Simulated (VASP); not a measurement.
# Bi (P-1) in VASP: notebook

Bi is run at these levels: PBE; tasks: relaxation of cell and atoms, single point.

Program: VASP 6.6.1. These are calculated values, not measurements. Logs are shortened: lines on timing, memory, paths and dates and some standing lists are left out, and cuts for length are marked.

## 1. The cell of the first run

The typed cell holds 2 atoms: a = 4.729 Å, b = 4.729 Å, c = 4.729 Å, α = 57.30°, β = 57.30°, γ = 57.30°.

## 2. Relaxation of cell and atoms, PBE

File INCAR:

```
PREC = Accurate
ENCUT = 600
EDIFF = 1E-6
ISMEAR = -1
SIGMA = 0.05
LREAL = F
LASPH = T
NELM = 100
ALGO = Normal
ISIF = 3
LWAVE = F
LCHARG = F
GGA = PE
IBRION = 2
NSW = 100
EDIFFG = -0.01
```

File KPOINTS:

```
regular mesh
0
Gamma
  6 6 6
```

File POSCAR:

```
Bi
1.0
    2.2675000000      1.3091417354      3.9380000000
   -2.2675000000      1.3091417354      3.9380000000
    0.0000000000     -2.6182834708      3.9380000000
Bi
2
Direct
    0.2265312100      0.2274869400      0.2403358500
    0.7688458000      0.7901793900      0.7739823800
```

Potentials or basis: VASP PAW PBE potentials, release 64 (Bi_d).

The run is started by

```console
> cat potpaw_PBE.64/Bi_d/POTCAR > POTCAR
> mpirun -np 1 vasp_std > vasp.out
```

OUTCAR:

```text
PREC = Accurate
   ENCUT = 600
   EDIFF = 1E-6
   ISMEAR = -1
   LREAL = F
   LASPH = T
   NELM = 100
   ISIF = 3
   GGA = PE
   IBRION = 2
   NSW = 100
   EDIFFG = -0.01

 ion  position               nearest neighbor table
   1  0.227  0.227  0.240-   2 2.94   2 2.97   2 3.04   2 3.58   2 3.64   2 3.67
   2  0.769  0.790  0.774-   1 2.94   1 2.97   1 3.04   1 3.58   1 3.64   1 3.67

  LATTYP: Found a trigonal (rhomboedric) cell.
 ALAT       =     4.7289800521
 COS(alpha) =     0.5401781303

  Lattice vectors:

 A1 = (   2.2675000000,   1.3091417354,   3.9380000000)
 A2 = (  -2.2675000000,   1.3091417354,   3.9380000000)
 A3 = (   0.0000000000,  -2.6182834708,   3.9380000000)

Analysis of symmetry for initial positions (statically):
=====================================================================
 Subroutine PRICEL returns:
 Original cell was already a primitive cell.

 Routine SETGRP: Setting up the symmetry group for a
 trigonal (rhombohedral) supercell.

 Subroutine GETGRP returns: Found  2 space group operations
 (whereof  1 operations were pure point group operations)
 out of a pool of 12 trial point group operations.

The static configuration has the point symmetry C_1 .
 The point group associated with its full space group is S_2 .

Analysis of symmetry for dynamics (positions and initial velocities):
=====================================================================
 Subroutine PRICEL returns:
 Original cell was already a primitive cell.

 Routine SETGRP: Setting up the symmetry group for a
 trigonal (rhombohedral) supercell.

 Subroutine GETGRP returns: Found  2 space group operations
 (whereof  1 operations were pure point group operations)
 out of a pool of 12 trial point group operations.

The dynamic configuration has the point symmetry C_1 .
 The point group associated with its full space group is S_2 .

 Subroutine INISYM returns: Found  2 space group operations
 (whereof  1 operations are pure point group operations),
 and found     1 'primitive' translations

----------------------------------------------------------------------------------------

                                     Primitive cell

  volume of cell :      70.1392

  direct lattice vectors                    reciprocal lattice vectors
     2.267500000  1.309141735  3.938000000     0.220507166  0.127309872  0.084645336
    -2.267500000  1.309141735  3.938000000    -0.220507166  0.127309872  0.084645336
     0.000000000 -2.618283471  3.938000000     0.000000000 -0.254619744  0.084645336

  length of vectors
     4.728980052  4.728980052  4.728980052     0.268320791  0.268320791  0.268320791

  position of ions in fractional coordinates (direct lattice)
     0.226531210  0.227486940  0.240335850
     0.768845800  0.790179390  0.773982380

  ion indices of the primitive-cell ions
   primitive index   ion index
                 1           1
                 2           2

----------------------------------------------------------------------------------------

 KPOINTS: regular mesh

Automatic generation of k-mesh.
 Grid dimensions read from file:
 generate k-points for:    6    6    6

 Generating k-lattice:

  Cartesian coordinates                     Fractional coordinates (reciprocal lattice)
     0.036751194  0.021218312  0.014107556     0.166666667 -0.000000000  0.000000000
    -0.036751194  0.021218312  0.014107556    -0.000000000  0.166666667  0.000000000
     0.000000000 -0.042436624  0.014107556     0.000000000  0.000000000  0.166666667

  Length of vectors
     0.044720132  0.044720132  0.044720132

  Shift w.r.t. Gamma in fractional coordinates (k-lattice)
     0.000000000  0.000000000  0.000000000

 Subroutine IBZKPT returns following result:
 ===========================================

 Found    112 irreducible k-points:

 Following reciprocal coordinates:
            Coordinates               Weight
  0.000000  0.000000  0.000000      1.000000
  0.166667  0.000000 -0.000000      2.000000
  0.000000  0.166667 -0.000000      2.000000
 -0.000000 -0.000000  0.166667      2.000000
  0.333333  0.000000  0.000000      2.000000
  0.000000  0.333333  0.000000      2.000000
[... 16 lines left out ...]
 -0.166667  0.500000 -0.000000      2.000000
  0.166667  0.000000  0.500000      2.000000
 [... further k-points ...]
   k-points           NKPTS =    112   k-points in BZ     NKDIM =    112   number of bands    NBANDS=     19
   number of dos      NEDOS =    301   number of ions     NIONS =      2
   total plane-waves  NPLWV =  64000
   dimension x,y,z NGX =    40 NGY =   40 NGZ =   40
   dimension x,y,z NGXF=    80 NGYF=   80 NGZF=   80
   ions per type =               2
   NGX,Y,Z   is equivalent  to a cutoff of  14.06, 14.06, 14.06 a.u.
   NGXF,Y,Z  is equivalent  to a cutoff of  28.12, 28.12, 28.12 a.u.
 SYSTEM =  unknown system
   PREC   = accura    normal or accurate (medium, high low for compatibility)
   ISTART =      0    job   : 0-new  1-cont  2-samecut
   ICHARG =      2    charge: 1-file 2-atom 10-const
   ISPIN  =      1    spin polarized calculation?
   LNONCOLLINEAR =      F non collinear calculations
   LSORBIT =      F    spin-orbit coupling
   LASPH  =      T    aspherical Exc in radial PAW
   ENCUT  =  600.0 eV  44.10 Ry    6.64 a.u.   9.44  9.44  9.44*2*pi/ulx,y,z
   NELM   =    100;   NELMIN=  2; NELMDL= -5     # of ELM steps
   EDIFF  = 0.1E-05   stopping-criterion for ELM
   LREAL  =      F    real-space projection
   EDIFFG = -.1E-01   stopping-criterion for IOM
   NSW    =    100    number of steps for IOM
   IBRION =      2    ionic relax: 0-MD 1-quasi-New 2-CG
   NFREE  =      1    steps in history (QN), initial steepest desc. (CG)
   ISIF   =      3    stress and relaxation
   ISYM   =      2    0-nonsym 1-usesym 2-fastsym
   POTIM  = 0.5000    time-step for ionic-motion
   TEBEG  =    0.0;   TEEND  =   0.0 temperature during run
   PSTRESS=    0.0 pullay stress
   NELECT =      30.0000    total number of electrons
   NUPDOWN=      -1.0000    fix difference up-down
   EMIN   =  10.00;   EMAX   =-10.00  energy-range for DOS
   EFERMI =   0.00;   METHOD = LEGACY
   ISMEAR =    -1;   SIGMA  =   0.05  broadening in eV -4-tet -1-fermi 0-gaus
   EFERMI_NEDOS =   21; number of points for ismear=-14 and -15
   IALGO  =     38    algorithm
   IMIX   =      4    mixing-type and parameters
     AMIX     =   0.40;   BMIX     =  1.00
     AMIX_MAG =   1.60;   BMIX_MAG =  1.00
  volume/ion in A,a.u.               =      35.07       236.66
  Fermi-wavevector in a.u.,A,eV,Ry     =   1.233469  2.330919 20.700530  1.521446
  Thomas-Fermi vector in A             =   2.368198
   LORBIT       =      0    0 simple, 1 ext, 2 COOP (PROOUT), +10 PAW based schemes
   GGA     = PE    functional components
   LHFCALC =     F    Hartree Fock is set to
   AEXX    =    0.0000 exact exchange contribution
   IVDW    =     0    specifies the selected vdW correction
   LEPSILON=     F    determine dielectric tensor
   LRPA    =     F    only Hartree local field effects (RPA)
 conjugate gradient relaxation of ions
 non-spin polarized calculation
  energy-cutoff  :      600.00
  volume of cell :       70.14
 maximum number of plane-waves:      2363
 NGX is ok and might be reduce to    40
   NGX = 19   NGY = 19   NGZ = 19

--------------------------------------- Ionic step        1  -------------------------------------------

 number of electron      30.0000001 magnetization

 Free energy of the ion-electron system (eV)
  ---------------------------------------------------
  ext. energy  EPLUGINS =         0.00000000
  ---------------------------------------------------
  free energy    TOTEN  =        -7.67289228 eV

  energy without entropy =       -7.67037394  energy(sigma->0) =       -7.67163311

------------------------ aborting loop because EDIFF is reached ----------------------------------------

  FORCE on cell =-STRESS in cart. coord.  units (eV):
  Direction    XX          YY          ZZ          XY          YZ          ZX
  --------------------------------------------------------------------------------------
  -------------------------------------------------------------------------------------
  Total        1.5957131      2.1805685      1.8019926      0.2568742      0.3994661     -0.3507326
  in kB       36.4505820     49.8103277     41.1625861      5.8677299      9.1249300     -8.0117199
  external PRESSURE =      42.4744986 kB  Pullay stress =       0.0000000 kB
[... 21 lines left out ...]
  energy  without entropy=       -7.6703739391  energy(sigma->0) =       -7.67163311

--------------------------------------- Ionic step        2  -------------------------------------------

 number of electron      29.9999998 magnetization

 E-fermi :   4.8556     XC(G=0):  -8.9402

 val. band max:        4.7902123790   @ k =   0.0000   0.0000   0.5000
 cond. band min:       4.9093764088   @ k =  -0.3333   0.5000   0.3333
 fundamental gap:      0.1191640297
 Fermi energy:         4.8556056935

 k-point     1 :       0.0000    0.0000    0.0000
  band No.  band energies     occupation
      1     -17.8046      2.00000
      2     -17.7893      2.00000
      3     -17.6948      2.00000
      4     -17.6894      2.00000
      5     -17.6737      2.00000
      6     -17.5683      2.00000
[... 11 lines left out ...]
     18       7.7750      0.00000
     19      10.3946      0.00000
[... 489 lines left out ...]
      3     -17.6661      2.00000
      4     -17.6497      2.00000
      5     -17.6337      2.00000
      6     -17.6122      2.00000
[... 11 lines left out ...]
     18       7.7620      0.00000
     19      10.6369      0.00000

 [... further k-points ...]

------------------------ aborting loop because EDIFF is reached ----------------------------------------

  FORCE on cell =-STRESS in cart. coord.  units (eV):
  Direction    XX          YY          ZZ          XY          YZ          ZX
  --------------------------------------------------------------------------------------
  -------------------------------------------------------------------------------------
  Total       -1.2985556     -1.7061311     -0.8674127     -0.1804431     -0.1896261      0.1483504
  in kB      -26.0104292    -34.1742800    -17.3745161     -3.6143253     -3.7982642      2.9715005
  external PRESSURE =     -25.8530751 kB  Pullay stress =       0.0000000 kB
[... 53 lines left out ...]
  FREE ENERGIE OF THE ION-ELECTRON SYSTEM (eV)
  ---------------------------------------------------
  free  energy   TOTEN  =        -7.7818912323 eV

  energy  without entropy=       -7.7790991209  energy(sigma->0) =       -7.78049518

[... ionic steps 4 to 10 ...]

--------------------------------------- Ionic step       11  -------------------------------------------

 number of electron      30.0000002 magnetization

------------------------ aborting loop because EDIFF is reached ----------------------------------------

  FORCE on cell =-STRESS in cart. coord.  units (eV):
  Direction    XX          YY          ZZ          XY          YZ          ZX
  --------------------------------------------------------------------------------------
  -------------------------------------------------------------------------------------
  Total       -0.0122953     -0.0252333     -0.0096294      0.0183529     -0.0208018     -0.0158007
  in kB       -0.2659613     -0.5458257     -0.2082954      0.3969953     -0.4499670     -0.3417872
  external PRESSURE =      -0.3400275 kB  Pullay stress =       0.0000000 kB
[... 57 lines left out ...]
  energy  without entropy=       -7.7962445624  energy(sigma->0) =       -7.79762361

--------------------------------------- Ionic step       13  -------------------------------------------

 number of electron      30.0000002 magnetization

 Free energy of the ion-electron system (eV)
  ---------------------------------------------------
  ext. energy  EPLUGINS =         0.00000000
  ---------------------------------------------------
  free energy    TOTEN  =        -7.79901863 eV

  energy without entropy =       -7.79626312  energy(sigma->0) =       -7.79764088

 E-fermi :   5.7120     XC(G=0):  -9.2943

 val. band max:        5.6262786917   @ k =   0.1667   0.3333   0.1667
 cond. band min:       5.7739661607   @ k =  -0.3333   0.5000   0.3333
 fundamental gap:      0.1476874690
 Fermi energy:         5.7120374196

 k-point     1 :       0.0000    0.0000    0.0000
  band No.  band energies     occupation
      1     -17.0742      2.00000
      2     -17.0734      2.00000
      3     -16.9418      2.00000
      4     -16.9393      2.00000
      5     -16.9260      2.00000
      6     -16.7807      2.00000
[... 11 lines left out ...]
     18       8.6305      0.00000
     19      11.4507      0.00000
[... 489 lines left out ...]
      3     -16.9062      2.00000
      4     -16.8896      2.00000
      5     -16.8660      2.00000
      6     -16.8436      2.00000
[... 11 lines left out ...]
     18       8.6713      0.00000
     19      11.7516      0.00000

 [... further k-points ...]

------------------------ aborting loop because EDIFF is reached ----------------------------------------

  FORCE on cell =-STRESS in cart. coord.  units (eV):
  Direction    XX          YY          ZZ          XY          YZ          ZX
  --------------------------------------------------------------------------------------
  -------------------------------------------------------------------------------------
  Total       -0.0142472     -0.0006305      0.0005504      0.0017641     -0.0033227      0.0060505
  in kB       -0.3085492     -0.0136540      0.0119199      0.0382042     -0.0719603      0.1310341
  external PRESSURE =      -0.1034278 kB  Pullay stress =       0.0000000 kB
[... 17 lines left out ...]
  FREE ENERGIE OF THE ION-ELECTRON SYSTEM (eV)
  ---------------------------------------------------
  free  energy   TOTEN  =        -7.7990186349 eV

  energy  without entropy=       -7.7962631237  energy(sigma->0) =       -7.79764088

 reached required accuracy - stopping structural energy minimisation
```

It took 8.1 min on 1 thread of Intel Xeon 6975P-C (Granite Rapids), shared host; peak memory 0.35 GiB.

What came out:

| Property | Result |
| --- | --- |
| Free energy | -7.7990 eV |
| Relaxed volume | 36.99 Å³/atom |
| Relaxed cell | a = 4.836 Å, b = 4.886 Å, c = 4.826 Å, α = 56.35°, β = 56.65°, γ = 56.29° |
| Space group after relaxing (to 0.05 Å) | C2/m (No. 12) |
| Energy gained by relaxing | 63.1 meV/atom |
| Ionic steps | 13 |
| Pressure after relaxing | 0.0 GPa |
| Largest force after relaxing | 0.006 eV/Å |
| Band gap on the k mesh | zero (band 15 reaches 5.77 eV, above the bottom of band 16 at 5.58 eV) |

Forces in eV/Å, atoms in the order of the input:
```
Bi   0.003  0.005  0.002
Bi  -0.003 -0.005 -0.002
```

The path:
```tsv
step	energy change (eV)	largest force (eV/Å)	pressure (GPa)	volume (Å³)
1	0.0000	1.0869	4.25	70.14
2	-0.0679	0.1717	-2.59	79.99
3	-0.1090	0.2573	-0.40	75.93
4	-0.1189	0.1652	-0.30	75.34
5	-0.1253	0.0501	-0.13	74.59
6	-0.1258	0.0194	-0.08	74.30
7	-0.1259	0.0211	0.05	74.04
8	-0.1260	0.0179	0.03	74.10
9	-0.1260	0.0109	-0.01	74.09
10	-0.1261	0.0072	-0.07	74.06
11	-0.1261	0.0049	-0.03	74.07
12	-0.1261	0.0111	0.01	73.92
13	-0.1261	0.0061	-0.01	73.98
```

Final structure:
```cif
data_structure
_symmetry_space_group_name_H-M 'P 1'
_symmetry_Int_Tables_number 1
_cell_length_a 4.8363
_cell_length_b 4.8860
_cell_length_c 4.8259
_cell_angle_alpha 56.350
_cell_angle_beta 56.649
_cell_angle_gamma 56.294
_cell_volume 73.98
loop_
_atom_site_label
_atom_site_type_symbol
_atom_site_fract_x
_atom_site_fract_y
_atom_site_fract_z
_atom_site_occupancy
Bi1 Bi 0.23245 0.23600 0.24361 1
Bi2 Bi 0.76292 0.78167 0.77071 1
```

Levels at points of the mesh, in eV from the Fermi level:
| k point | band 12 | band 13 | band 14 | band 15 | band 16 | band 17 | band 18 | band 19 |
| --- | --- | --- | --- | --- | --- | --- | --- | --- |
| (0.00, 0.00, 0.00) | -7.57 | -1.39 | -1.06 | -0.99 | 2.41 | 2.89 | 2.92 | 5.74 |
| (0.50, 0.00, 0.00) | -10.32 | -1.38 | -1.12 | -0.25 | -0.13 | 0.68 | 1.21 | 7.40 |
| (0.00, 0.50, 0.00) | -10.21 | -1.28 | -1.13 | -0.16 | -0.13 | 0.60 | 1.25 | 7.22 |
| (0.00, 0.00, 0.50) | -10.34 | -1.40 | -1.11 | -0.28 | -0.13 | 0.70 | 1.20 | 7.44 |
| (0.50, 0.50, 0.00) | -9.39 | -4.29 | -2.78 | -2.61 | 2.51 | 4.72 | 5.36 | 6.35 |
| (0.50, 0.00, 0.50) | -9.40 | -4.38 | -2.79 | -2.61 | 2.37 | 4.73 | 5.44 | 6.47 |
| (0.00, 0.50, 0.50) | -9.39 | -4.31 | -2.79 | -2.60 | 2.48 | 4.71 | 5.40 | 6.37 |
| (0.50, 0.50, 0.50) | -9.67 | -0.85 | -0.58 | -0.41 | 0.80 | 0.86 | 0.98 | 6.84 |

Caveat: spin-orbit coupling is left out, which moves the levels of the heavy elements. PBE usually gives volumes a little too large and moduli too small.

## 3. Single point, PBE

This run uses another cell than the first one, of 37.05 Å³/atom, 1.057 times its volume.

File INCAR:

```
PREC = Accurate
ENCUT = 520
EDIFF = 1E-6
ISMEAR = -1
SIGMA = 0.05
LREAL = False
LASPH = True
NELM = 100
ALGO = Normal
ISIF = 2
LWAVE = False
LCHARG = True
GGA = PE
LELF = True
LVHAR = True
NBANDS = 22
```

File KPOINTS:

```
Automatic mesh
0
Gamma
  6 6 6
```

File POSCAR:

```
Bi
1.0
    2.2764452555      1.3347589409      4.0669962307
   -2.3068263427      1.3338289069      4.0847988365
   -0.0159959767     -2.6360843102      4.0650921152
Bi
2
Direct
    0.2317383542      0.2380517890      0.2416976803
    0.7636386558      0.7796145410      0.7726205497
```

Potentials or basis: VASP PAW PBE potentials, release 64 (Bi_d).

The run is started by

```console
> cat potpaw_PBE.64/Bi_d/POTCAR > POTCAR
> mpirun -np 1 vasp_std > vasp.out
```

Wall time 1.7 min (1 thread of AMD EPYC 7R13 (Zen 3), shared host); peak memory 0.25 GiB.

It converged, with:

```yaml
Free_energy: -7.7997 eV
Pressure: -0.1 GPa
Largest_force: 0.007 eV/Å
Band_gap_on_the_k_mesh: zero (band 15 reaches 5.71 eV, above the bottom of band 16 at 5.56 eV)
```

Forces on the atoms (eV/Å):
```
Bi   0.000  0.000  0.007
Bi   0.000  0.000 -0.007
```

Levels at points of the mesh, in eV from the Fermi level:
```csv
k point,band 12,band 13,band 14,band 15,band 16,band 17,band 18,band 19
"(0.00, 0.00, 0.00)",-7.57,-1.38,-1.03,-1.00,2.40,2.90,2.92,5.76
"(0.50, 0.00, 0.00)",-10.29,-1.38,-1.11,-0.24,-0.12,0.68,1.24,7.37
"(0.00, 0.50, 0.00)",-10.22,-1.32,-1.13,-0.18,-0.13,0.63,1.26,7.26
"(0.50, 0.50, 0.00)",-9.39,-4.29,-2.77,-2.59,2.48,4.74,5.38,6.36
"(0.00, 0.00, 0.50)",-10.30,-1.38,-1.11,-0.25,-0.12,0.69,1.23,7.38
"(0.50, 0.00, 0.50)",-9.39,-4.34,-2.77,-2.60,2.41,4.73,5.42,6.43
"(0.00, 0.50, 0.50)",-9.39,-4.29,-2.77,-2.59,2.48,4.73,5.38,6.37
"(0.50, 0.50, 0.50)",-9.65,-0.84,-0.54,-0.43,0.86,0.88,0.97,6.82
```

Caveat: spin-orbit coupling is left out, which moves the levels of the heavy elements.

(Continued in part 2 of 2.)
